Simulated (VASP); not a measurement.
Set up this calculation in VASP 6.6.1, as the native input.

```
Task                   : relaxation of volume and atoms at fixed shape
Functional             : LDA
Potentials or basis    : VASP PAW LDA potentials, release 64 (Cd_sv_GW, Pd_sv_GW)
Cutoff                 : 630 eV
k mesh                 : 5 × 5 × 5
Occupations            : gaussian, width 0.1 eV
Spin                   : no spin polarisation
Dipole correction      : no
Further INCAR settings : ALGO = Normal; EDIFF = 1e-07; IBRION = 2; EDIFFG = -0.02; NSW = 80; ISIF = 8
```

The structure of Cd3Pd lies in POSCAR:

```
Cd3Pd
1.0
    4.2084790000      0.0000000000      0.0000000000
    0.0000000000      4.2084790000      0.0000000000
    0.0000000000      0.0000000000      4.2084790000
Cd Pd
3 1
Direct
    0.0000000000      0.5000000000      0.5000000000
    0.5000000000      0.0000000000      0.5000000000
    0.5000000000      0.5000000000      0.0000000000
    0.0000000000      0.0000000000      0.0000000000
```

The input as run:

INCAR

```
SYSTEM = Cd3Pd
PREC = Accurate
ENCUT = 630
EDIFF = 1E-7
ISMEAR = 0
SIGMA = 0.1
LREAL = .False.
LASPH = .True.
NELM = 120
ALGO = Normal
ISIF = 8
LWAVE = .False.
LCHARG = .False.
IBRION = 2
NSW = 80
EDIFFG = -0.02
GGA_COMPAT = .False.
NELMIN = 4
```

KPOINTS

```
Automatic mesh
0
Gamma
  5 5 5
  0 0 0
```

Potentials or basis: VASP PAW LDA potentials, release 64 (Cd_sv_GW, Pd_sv_GW).

The run is started by

```console
$ cat potpaw_LDA.64/Cd_sv_GW/POTCAR potpaw_LDA.64/Pd_sv_GW/POTCAR > POTCAR
$ mpirun -np 1 vasp_std > vasp.out
```

It gave:

| Property | Result |
| --- | --- |
| Relaxed volume | 17.39 Å³/atom |
| Relaxed cell | a = 4.113 Å, b = 4.113 Å, c = 4.113 Å, α = 90.00°, β = 90.00°, γ = 90.00° |
| Space group after relaxing (to 0.1 Å) | Pm-3m (No. 221) |
| Energy gained by relaxing | 29.6 meV/atom |
| Ionic steps | 3 |
| Pressure after relaxing | -0.1 GPa |
| Band gap on the k mesh | zero (bands 39 and 40 overlap by 3.92 eV) |

It took 64 s on 1 thread of Intel(R) Xeon(R) 6975P-C (Granite Rapids), with other jobs on the host, peak memory 0.22 GiB.
